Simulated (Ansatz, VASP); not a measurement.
# One calculation of Nb3Sn, two programs

```
Nb Sn
1.0
     5.30411    0.00000    0.00000
     0.00000    5.30411    0.00000
     0.00000    0.00000    5.30411
Nb Sn
6 2
Direct
  0.25000 0.00000 0.50000
  0.50000 0.75000 0.00000
  0.75000 0.00000 0.50000
  0.50000 0.25000 0.00000
  0.00000 0.50000 0.75000
  0.00000 0.50000 0.25000
  0.00000 0.00000 0.00000
  0.50000 0.50000 0.50000
```

Alike in both runs: functional r2SCAN; k mesh 8 × 8 × 8; occupations gaussian, width 0.1 eV; no spin polarisation.

Ansatz relaxed the structure, and its values are those at the end. VASP's run is a single point on that final structure, the one shown.

|  | VASP | Ansatz |
| --- | --- | --- |
| version | VASP 6.6.1 | Ansatz 0.2.0 |
| potentials or method | VASP PAW PBE potentials, release 64 (Nb_sv, Sn_d), cutoff 520 eV | scalar-relativistic, plane waves, PAW |
| valence electrons in the cell | 106 | 106 |

```tsv
	VASP	Ansatz	Ansatz less VASP
gap on the k mesh at the Fermi level (eV)	none	none	-
pressure (GPa)	-0.1	0.0	+0.10
```

VASP's potentials were made for PBE, not for r2SCAN. A gap of «none» marks a metal or a gap that the smearing closes. The functional is the same, so the differences come from potentials, cutoffs and numerics.
